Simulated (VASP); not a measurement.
**PtSe2: single point with PBE**

Crystal: PtSe2.

```xyz
3
Lattice="3.7240 0.0000 0.0000 -1.8620 3.0316 0.0000 0.0000 0.0000 5.0620" Properties=species:S:1:pos:R:3 pbc="T T T"
Pt    0.0000    0.0000    0.0000
Se    0.0000    2.0210    1.2655
Se    1.8620    1.0105    3.7965
```

This cell differs from its parent crystal: strain -0.0600 x Voigt [0, 1, 0, 0, 0, 0].

| Item | Value |
| --- | --- |
| Program | VASP 6.6.1 |
| Task | single point |
| Functional | PBE |
| Potentials or basis | VASP PAW PBE potentials, release 64 (Pt, Se) |
| Cutoff | 520 eV |
| k mesh | 12 × 12 × 10 |
| Occupations | gaussian, width 0.15 eV |
| Spin | no spin polarisation |

The pressure is 19.4 GPa and the largest force is 1.593 eV/Å. The band gap on the k mesh is zero (bands 11 and 12 overlap by 0.44 eV).

Forces in eV/Å, atoms in the order of the input:
```
Pt   0.000  0.000  0.000
Se   0.000  0.585  1.482
Se   0.000 -0.585 -1.482
```

Stress tensor (GPa, compression positive):
```
15.85  0.00  0.00
 0.00 27.83  5.25
 0.00  5.25 14.49
```

Levels at points of the mesh, in eV from the Fermi level:
```csv
k point,band 8,band 9,band 10,band 11,band 12,band 13,band 14,band 15
"(0.00, 0.00, 0.00)",-2.89,-1.21,-0.91,0.33,1.55,1.74,3.62,4.82
"(0.50, 0.00, 0.00)",-3.87,-3.59,-3.45,-3.14,0.63,2.65,5.25,6.01
"(0.00, 0.50, 0.00)",-3.91,-3.78,-3.76,-3.07,0.93,2.40,4.61,5.27
"(0.00, 0.00, 0.50)",-3.29,-1.70,-1.64,-1.32,2.44,2.61,4.70,6.45
"(0.50, 0.00, 0.50)",-3.81,-3.49,-2.79,-1.55,1.16,1.87,4.66,4.71
"(0.00, 0.50, 0.50)",-3.79,-3.37,-3.30,-1.66,0.90,1.89,4.41,4.53
```

It took 8.4 min on 1 thread of AMD EPYC 7R13, with other jobs on the host, peak memory 0.51 GiB.

Caveat: the cell differs from its parent crystal (strain -0.0600 x Voigt [0, 1, 0, 0, 0, 0]); the stress differs along the axes, from 14 to 28 GPa; spin-orbit coupling is left out, which moves the levels of the heavy elements; forces of over 1 eV/Å act on the atoms, so gaps and moduli don't describe the material at rest.
